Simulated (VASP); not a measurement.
**P: electric field gradients with PBE**

The system is P.

```xyz
2
Lattice="2.7054 0.0000 0.0000 -1.3527 2.3429 0.0000 0.0000 0.0000 4.5877" Properties=species:S:1:pos:R:3 pbc="T T T"
P     0.0000    1.5620    1.1469
P     1.3527    0.7810    3.5608
```

This cell differs from its parent crystal: atom 2 (P) moved by [0.0, 0.0, 0.12] A.

| Item | Value |
| --- | --- |
| Program | VASP 6.6.1 |
| Task | electric field gradients |
| Functional | PBE |
| Potentials or basis | VASP PAW PBE potentials, release 64 (P) |
| Cutoff | 520 eV |
| k mesh | 15 × 15 × 8 |
| Occupations | fermi-dirac, width 0.05 eV |
| Spin | no spin polarisation |
| Dipole correction | no |
| Further INCAR settings | ALGO = Normal; EDIFF = 1e-08; NBANDS = 12 |

- Pressure: 0.6 GPa
- Largest force: 0.073 eV/Å
- Band gap on the k mesh: zero (band 5 reaches 15.58 eV, above the bottom of band 6 at 5.46 eV)

Forces in eV/Å, atoms in the order of the input:
```
P    0.000  0.000 -0.073
P    0.000  0.000  0.073
```

Stress tensor (GPa, compression positive):
```
0.45 0.00 0.00
0.00 0.45 0.00
0.00 0.00 0.78
```

Levels at points of the mesh, in eV from the Fermi level:
| k point | band 3 | band 4 | band 5 | band 6 | band 7 | band 8 |
| --- | --- | --- | --- | --- | --- | --- |
| (0.00, 0.00, 0.00) | -8.14 | 5.08 | 5.08 | 6.21 | 6.77 | 6.77 |
| (0.00, 0.00, 0.50) | -1.96 | -1.05 | 5.74 | 5.74 | 6.25 | 6.25 |

Electric field gradients, principal values (V/Å²):
```tsv
atom	least	middle	greatest (by size)
1 P	1.629	1.630	-3.258
2 P	1.629	1.630	-3.258
```

Run time: 32 s on 1 thread of Intel(R) Xeon(R) Platinum 8488C (Sapphire Rapids), on a shared host, peak memory 0.17 GiB.

Caveat: the cell differs from its parent crystal (atom 2 (P) moved by [0.0, 0.0, 0.12] A); without QUAD_EFG the Cq values of the log hold for a quadrupole moment of 1 mb, not for the nuclei.
